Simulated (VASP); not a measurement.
# BC31 (a cell with a defect) in VASP: single point with PBEsol

Aim: the single point of BC31 (a cell with a defect) with PBEsol.

Program: VASP 6.6.1. These are calculated values, not measurements. Logs are shortened: lines on timing, memory, paths and dates and some standing lists are left out, and cuts for length are marked.

## Step 1: The cell of the first run

The cell holds a defect, 64 atoms: a = 7.108 Å, b = 7.108 Å, c = 7.108 Å, α = 90.00°, β = 90.00°, γ = 90.00°.

## Step 2: Single point, PBEsol

The input, INCAR:

```
SYSTEM = BC31
ALGO = Normal
EDIFF = 1E-6
ENCUT = 520
GGA = PS
GGA_COMPAT = .False.
ISIF = 2
ISMEAR = -1
LASPH = .True.
LCHARG = .True.
LELF = .True.
LREAL = Auto
LVHAR = .True.
LWAVE = .False.
NBANDS = 165
NELM = 120
PREC = Accurate
SIGMA = 0.05
```

The input, KPOINTS:

```
Automatic mesh
0
Gamma
  2 2 2
  0.5 0.5 0.5
```

The input, POSCAR:

```
BC31
1.0
    7.1076060000      0.0000000000      0.0000000000
    0.0000000000      7.1076060000      0.0000000000
    0.0000000000      0.0000000000      7.1076060000
C B
62 2
Direct
    0.0000040000      0.9997950000      0.9992570000
    0.0005970000      0.0003900000      0.4993000000
    0.0006150000      0.4998460000      0.9998620000
    0.0002820000      0.5001960000      0.4996470000
    0.5000610000      0.0004030000      0.9998580000
    0.5004060000      0.0000700000      0.4996500000
    0.5004120000      0.5002020000      0.9995210000
    0.1256680000      0.1254640000      0.1249020000
    0.1250790000      0.1248740000      0.6248540000
    0.1250550000      0.6254100000      0.1243100000
    0.1253980000      0.6250710000      0.6245130000
    0.6256180000      0.1248530000      0.1243070000
    0.6252770000      0.1251970000      0.6245090000
    0.6252660000      0.6250550000      0.1246500000
    0.2502190000      0.2500150000      0.9997630000
    0.2491170000      0.2489090000      0.4996010000
    0.2493010000      0.7500400000      0.0001950000
    0.2485280000      0.7519830000      0.4989900000
    0.7502540000      0.2490950000      0.0001900000
    0.7521970000      0.2483200000      0.4989810000
    0.7499310000      0.7497210000      0.9991990000
    0.7518300000      0.7516240000      0.4916310000
    0.3757460000      0.3755400000      0.1249760000
    0.3738470000      0.3736400000      0.6325340000
    0.3754230000      0.8761650000      0.1239750000
    0.3734850000      0.8769400000      0.6251740000
    0.8763710000      0.3752230000      0.1239690000
    0.8771500000      0.3732800000      0.6251670000
    0.8754540000      0.8752450000      0.1244040000
    0.8765630000      0.8763590000      0.6245590000
    0.2502110000      0.0003260000      0.2494630000
    0.2493120000      0.0007420000      0.7494820000
    0.2490760000      0.5001670000      0.2483010000
    0.2485500000      0.4995640000      0.7514430000
    0.7502350000      0.0007270000      0.2485520000
    0.7499230000      0.9997070000      0.7491790000
    0.7522040000      0.4995250000      0.2477510000
    0.7518910000      0.4922080000      0.7511480000
    0.3757620000      0.1255570000      0.3749780000
    0.3754400000      0.1245310000      0.8756100000
    0.3737820000      0.6330540000      0.3730180000
    0.3734750000      0.6257350000      0.8764140000
    0.8763630000      0.1245170000      0.3746760000
    0.8754640000      0.1249360000      0.8746960000
    0.8771260000      0.6256990000      0.3727190000
    0.8765960000      0.6250940000      0.8758700000
    0.0005370000      0.2500040000      0.2494560000
    0.0009550000      0.2491080000      0.7494770000
    0.0009380000      0.7500200000      0.2485540000
    0.9999180000      0.7497160000      0.7491830000
    0.5003800000      0.2488770000      0.2482960000
    0.4997750000      0.2483440000      0.7514400000
    0.4997410000      0.7519940000      0.2477530000
    0.4924160000      0.7516760000      0.7511550000
    0.1257620000      0.3755540000      0.3749750000
    0.1247330000      0.3752400000      0.8756090000
    0.1247190000      0.8761550000      0.3746820000
    0.1251420000      0.8752560000      0.8747010000
    0.6332660000      0.3735860000      0.3730120000
    0.6259390000      0.3732700000      0.8764090000
    0.6259060000      0.8769170000      0.3727220000
    0.6253020000      0.8763880000      0.8758720000
    0.4803240000      0.4801180000      0.4794540000
    0.6453580000      0.6451440000      0.6447070000
```

Potentials or basis: VASP PAW PBE potentials, release 64 (C, B).

Started as:

```
cat potpaw_PBE.64/C/POTCAR potpaw_PBE.64/B/POTCAR > POTCAR
mpirun -np 1 vasp_std > vasp.out
```

OUTCAR:

```text
SYSTEM = BC31
   EDIFF = 1E-6
   ENCUT = 520
   GGA = PS
   ISIF = 2
   ISMEAR = -1
   LASPH = .True.
   LREAL = Auto
   NELM = 120
   PREC = Accurate

 ion  position               nearest neighbor table
   1  0.000  1.000  0.999-  58 1.54  44 1.54  29 1.54   8 1.55
   2  0.001  0.000  0.499-  57 1.53  43 1.53  30 1.53   9 1.54
   3  0.001  0.500  1.000-  27 1.53  56 1.53  46 1.53  10 1.54
   4  0.000  0.500  0.500-  55 1.54  11 1.54  28 1.54  45 1.54
   5  0.500  0.000  1.000-  25 1.53  40 1.53  62 1.53  12 1.54
   6  0.500  0.000  0.500-  39 1.54  13 1.54  26 1.54  61 1.54
[... 56 lines left out ...]
  63  0.480  0.480  0.479-  41 1.53  59 1.53  24 1.53  64 2.03
  64  0.645  0.645  0.645-  38 1.53  54 1.53  22 1.53  63 2.03

  LATTYP: Found a simple cubic cell.
 ALAT       =     7.1076060000

  Lattice vectors:

 A1 = (   7.1076060000,   0.0000000000,   0.0000000000)
 A2 = (   0.0000000000,   7.1076060000,   0.0000000000)
 A3 = (   0.0000000000,   0.0000000000,   7.1076060000)

Analysis of symmetry for initial positions (statically):
=====================================================================
 Subroutine PRICEL returns:
 Original cell was already a primitive cell.

 Routine SETGRP: Setting up the symmetry group for a
 simple cubic supercell.

 Subroutine GETGRP returns: Found  1 space group operations
 (whereof  1 operations were pure point group operations)
 out of a pool of 48 trial point group operations.

The static configuration has the point symmetry C_1 .

Analysis of symmetry for dynamics (positions and initial velocities):
=====================================================================
 Subroutine PRICEL returns:
 Original cell was already a primitive cell.

 Routine SETGRP: Setting up the symmetry group for a
 simple cubic supercell.

 Subroutine GETGRP returns: Found  1 space group operations
 (whereof  1 operations were pure point group operations)
 out of a pool of 48 trial point group operations.

The dynamic configuration has the point symmetry C_1 .

 Subroutine INISYM returns: Found  1 space group operations
 (whereof  1 operations are pure point group operations),
 and found     1 'primitive' translations

----------------------------------------------------------------------------------------

                                     Primitive cell

  volume of cell :     359.0625

  direct lattice vectors                    reciprocal lattice vectors
     7.107606000  0.000000000  0.000000000     0.140694349  0.000000000  0.000000000
     0.000000000  7.107606000  0.000000000     0.000000000  0.140694349  0.000000000
     0.000000000  0.000000000  7.107606000     0.000000000  0.000000000  0.140694349

  length of vectors
     7.107606000  7.107606000  7.107606000     0.140694349  0.140694349  0.140694349

  position of ions in fractional coordinates (direct lattice)
     0.000004000  0.999795000  0.999257000
     0.000597000  0.000390000  0.499300000
     0.000615000  0.499846000  0.999862000
     0.000282000  0.500196000  0.499647000
     0.500061000  0.000403000  0.999858000
     0.500406000  0.000070000  0.499650000
[... 56 lines left out ...]
     0.480324000  0.480118000  0.479454000
     0.645358000  0.645144000  0.644707000

  ion indices of the primitive-cell ions
   primitive index   ion index
                 1           1
                 2           2
                 3           3
                 4           4
                 5           5
                 6           6
[... 56 lines left out ...]
                63          63
                64          64

----------------------------------------------------------------------------------------

 KPOINTS: Automatic mesh

Automatic generation of k-mesh.
 Grid dimensions read from file:
 generate k-points for:    2    2    2

 Generating k-lattice:

  Cartesian coordinates                     Fractional coordinates (reciprocal lattice)
     0.070347175  0.000000000  0.000000000     0.500000000  0.000000000  0.000000000
     0.000000000  0.070347175  0.000000000     0.000000000  0.500000000  0.000000000
     0.000000000  0.000000000  0.070347175     0.000000000  0.000000000  0.500000000

  Length of vectors
     0.070347175  0.070347175  0.070347175

  Shift w.r.t. Gamma in fractional coordinates (k-lattice)
     0.500000000  0.500000000  0.500000000

 Subroutine IBZKPT returns following result:
 ===========================================

 Found      4 irreducible k-points:

 Following reciprocal coordinates:
            Coordinates               Weight
  0.250000  0.250000  0.250000      2.000000
 -0.250000  0.250000  0.250000      2.000000
 -0.250000 -0.250000  0.250000      2.000000
  0.250000 -0.250000  0.250000      2.000000
   k-points           NKPTS =      4   k-points in BZ     NKDIM =      4   number of bands    NBANDS=    165
   number of dos      NEDOS =    301   number of ions     NIONS =     64
   total plane-waves  NPLWV = 157464
   dimension x,y,z NGX =    54 NGY =   54 NGZ =   54
   dimension x,y,z NGXF=   108 NGYF=  108 NGZF=  108
   ions per type =              62   2
   NGX,Y,Z   is equivalent  to a cutoff of  12.63, 12.63, 12.63 a.u.
   NGXF,Y,Z  is equivalent  to a cutoff of  25.26, 25.26, 25.26 a.u.
 SYSTEM =  BC31
   PREC   = accura    normal or accurate (medium, high low for compatibility)
   ISTART =      0    job   : 0-new  1-cont  2-samecut
   ICHARG =      2    charge: 1-file 2-atom 10-const
   ISPIN  =      1    spin polarized calculation?
   LNONCOLLINEAR =      F non collinear calculations
   LSORBIT =      F    spin-orbit coupling
   LASPH  =      T    aspherical Exc in radial PAW
   ENCUT  =  520.0 eV  38.22 Ry    6.18 a.u.  13.22 13.22 13.22*2*pi/ulx,y,z
   NELM   =    120;   NELMIN=  2; NELMDL= -5     # of ELM steps
   EDIFF  = 0.1E-05   stopping-criterion for ELM
   LREAL  =      T    real-space projection
   EDIFFG = 0.1E-04   stopping-criterion for IOM
   NSW    =      0    number of steps for IOM
   IBRION =     -1    ionic relax: 0-MD 1-quasi-New 2-CG
   NFREE  =      0    steps in history (QN), initial steepest desc. (CG)
   ISIF   =      2    stress and relaxation
   ISYM   =      2    0-nonsym 1-usesym 2-fastsym
   POTIM  = 0.5000    time-step for ionic-motion
   TEBEG  =    0.0;   TEEND  =   0.0 temperature during run
   PSTRESS=    0.0 pullay stress
   NELECT =     254.0000    total number of electrons
   NUPDOWN=      -1.0000    fix difference up-down
   EMIN   =  10.00;   EMAX   =-10.00  energy-range for DOS
   EFERMI =   0.00;   METHOD = LEGACY
   ISMEAR =    -1;   SIGMA  =   0.05  broadening in eV -4-tet -1-fermi 0-gaus
   EFERMI_NEDOS =   21; number of points for ismear=-14 and -15
   IALGO  =     38    algorithm
   IMIX   =      4    mixing-type and parameters
     AMIX     =   0.40;   BMIX     =  1.00
     AMIX_MAG =   1.60;   BMIX_MAG =  1.00
  volume/ion in A,a.u.               =       5.61        37.86
  Fermi-wavevector in a.u.,A,eV,Ry     =   1.458689  2.756523 28.950120  2.127774
  Thomas-Fermi vector in A             =   2.575344
   LORBIT       =      0    0 simple, 1 ext, 2 COOP (PROOUT), +10 PAW based schemes
   GGA     = PS    functional components
   LHFCALC =     F    Hartree Fock is set to
   AEXX    =    0.0000 exact exchange contribution
   IVDW    =     0    specifies the selected vdW correction
   LEPSILON=     F    determine dielectric tensor
   LRPA    =     F    only Hartree local field effects (RPA)
 non-spin polarized calculation
  energy-cutoff  :      520.00
  volume of cell :      359.06
 maximum number of plane-waves:      9651
 NGX is ok and might be reduce to    54
   NGX = 27   NGY = 27   NGZ = 27

 number of electron     254.0000005 magnetization

 Free energy of the ion-electron system (eV)
  ---------------------------------------------------
  ext. energy  EPLUGINS =         0.00000000
  ---------------------------------------------------
  free energy    TOTEN  =      -608.48336292 eV

  energy without entropy =     -608.48335194  energy(sigma->0) =     -608.48335743

 E-fermi :   9.8510     XC(G=0): -13.4650

 val. band max:        9.2273440306   @ k =   0.2500   0.2500   0.2500
 cond. band min:      10.3995730698   @ k =   0.2500   0.2500   0.2500
 fundamental gap:      1.1722290393
 Fermi energy:         9.8509916389

 k-point     1 :       0.2500    0.2500    0.2500
  band No.  band energies     occupation
      1     -11.4023      2.00000
      2     -10.3131      2.00000
      3     -10.3129      2.00000
      4     -10.0897      2.00000
      5      -9.1723      2.00000
      6      -9.1722      2.00000
[... 131 lines left out ...]
    138      16.4060      0.00000
    139      16.4067      0.00000

 k-point     2 :      -0.2500    0.2500    0.2500
  band No.  band energies     occupation
      1     -11.4039      2.00000
      2     -10.3128      2.00000
      3     -10.3078      2.00000
      4     -10.0865      2.00000
      5      -9.1725      2.00000
      6      -9.1645      2.00000
[... 131 lines left out ...]
    138      16.1428      0.00000
    139      16.3843      0.00000

 k-point     3 :      -0.2500   -0.2500    0.2500
  band No.  band energies     occupation
      1     -11.4039      2.00000
      2     -10.3129      2.00000
      3     -10.3077      2.00000
      4     -10.0864      2.00000
      5      -9.1725      2.00000
      6      -9.1645      2.00000
[... 131 lines left out ...]
    138      16.1424      0.00000
    139      16.3844      0.00000

 k-point     4 :       0.2500   -0.2500    0.2500
  band No.  band energies     occupation
      1     -11.4039      2.00000
      2     -10.3128      2.00000
      3     -10.3078      2.00000
      4     -10.0864      2.00000
      5      -9.1725      2.00000
      6      -9.1645      2.00000
[... 131 lines left out ...]
    138      16.1428      0.00000
    139      16.3843      0.00000
 [bands above 139 left out]

------------------------ aborting loop because EDIFF is reached ----------------------------------------

  FORCE on cell =-STRESS in cart. coord.  units (eV):
  Direction    XX          YY          ZZ          XY          YZ          ZX
  --------------------------------------------------------------------------------------
  -------------------------------------------------------------------------------------
  Total       14.2907004     14.2867821     14.3601291     -3.1497138     -3.1257456     -3.1194164
  in kB       63.7667175     63.7492336     64.0765163    -14.0543782    -13.9474296    -13.9191879
  external PRESSURE =      63.8641558 kB  Pullay stress =       0.0000000 kB

 VOLUME and BASIS-vectors are now :
 -----------------------------------------------------------------------------
  energy-cutoff  :      520.00
  volume of cell :      359.06
      direct lattice vectors                 reciprocal lattice vectors
     7.107606000  0.000000000  0.000000000     0.140694349  0.000000000  0.000000000
     0.000000000  7.107606000  0.000000000     0.000000000  0.140694349  0.000000000
     0.000000000  0.000000000  7.107606000     0.000000000  0.000000000  0.140694349

 POSITION                                       TOTAL-FORCE (eV/Angst)
 -----------------------------------------------------------------------------------
      0.00003      7.10615      7.10233         0.068794      0.072811      0.074518
      0.00424      0.00277      3.54883         0.005115      0.007167     -0.125722
      0.00437      3.55271      7.10663         0.005442     -0.132452      0.013900
      0.00200      3.55520      3.55129         0.035564      0.054771      0.060118
      3.55424      0.00286      7.10660        -0.137845      0.013952      0.015119
      3.55669      0.00050      3.55132         0.054172      0.039550      0.058880
[... 56 lines left out ...]
      3.41395      3.41249      3.40777         0.412582      0.411839      0.433781
      4.58695      4.58543      4.58232        -0.410062     -0.408872     -0.432812
 -----------------------------------------------------------------------------------
    total drift:                               -0.088605     -0.059317      0.043808

  FREE ENERGIE OF THE ION-ELECTRON SYSTEM (eV)
  ---------------------------------------------------
  free  energy   TOTEN  =      -608.4833629158 eV

  energy  without entropy=     -608.4833519388  energy(sigma->0) =     -608.48335743
```

Run time: 16 min. Hardware: 1 thread of AMD EPYC 7R13, shared host; peak memory 0.42 GiB.

What came out:

```
Free energy            : -608.4834 eV
Pressure               : 6.4 GPa
Largest force          : 0.727 eV/Å
Band gap on the k mesh : 1.17 eV
```

Forces on the atoms (eV/Å):
```
C    0.069  0.073  0.075
C    0.005  0.007 -0.126
C    0.005 -0.132  0.014
C    0.036  0.055  0.060
C   -0.138  0.014  0.015
C    0.054  0.040  0.059
C    0.051  0.052  0.044
C   -0.068 -0.067 -0.064
C   -0.018 -0.014  0.138
C   -0.012  0.135 -0.014
C   -0.038 -0.058 -0.055
C    0.137 -0.012 -0.016
C   -0.056 -0.040 -0.057
C   -0.055 -0.054 -0.040
C    0.062  0.061  0.059
C    0.003  0.001  0.017
C    0.052  0.035  0.035
C    0.058  0.040  0.063
C    0.035  0.051  0.036
C    0.039  0.062  0.062
C    0.052  0.049  0.068
C    0.143  0.141  0.070
C   -0.045 -0.046 -0.074
C   -0.143 -0.145 -0.074
C   -0.024 -0.045 -0.047
C   -0.034 -0.062 -0.063
C   -0.046 -0.023 -0.045
C   -0.059 -0.036 -0.062
C   -0.052 -0.054 -0.063
C   -0.004 -0.003 -0.023
C    0.063  0.057  0.058
C    0.051  0.034  0.029
C    0.005  0.014  0.008
C    0.053  0.061  0.043
C    0.037  0.037  0.055
C    0.052  0.072  0.047
C    0.035  0.059  0.064
C    0.140  0.056  0.144
C   -0.053 -0.069 -0.049
C   -0.024 -0.045 -0.055
C   -0.146 -0.062 -0.145
C   -0.034 -0.063 -0.063
C   -0.048 -0.042 -0.028
C   -0.058 -0.058 -0.060
C   -0.055 -0.061 -0.032
C    0.000 -0.022 -0.007
C    0.054  0.062  0.059
C    0.034  0.051  0.030
C    0.037  0.037  0.054
C    0.069  0.051  0.047
C    0.014  0.002  0.009
C    0.059  0.058  0.040
C    0.057  0.033  0.064
C    0.056  0.143  0.143
C   -0.069 -0.054 -0.052
C   -0.039 -0.030 -0.054
C   -0.040 -0.049 -0.030
C   -0.058 -0.063 -0.061
C   -0.061 -0.152 -0.144
C   -0.062 -0.032 -0.062
C   -0.061 -0.054 -0.035
C   -0.020  0.000 -0.011
B    0.413  0.412  0.434
B   -0.410 -0.409 -0.433
```

Levels at points of the mesh, in eV from the valence-band top:
```tsv
k point	band 123	band 124	band 125	band 126	band 127	band 128	band 129	band 130	band 131	band 132
(0.25, 0.25, 0.25)	-1.38	-1.00	-1.00	0.00	0.00	1.17	5.36	5.43	5.43	5.77
```

Caveat: the PAW data sets were made with another functional, which shifts forces and pressure a little.
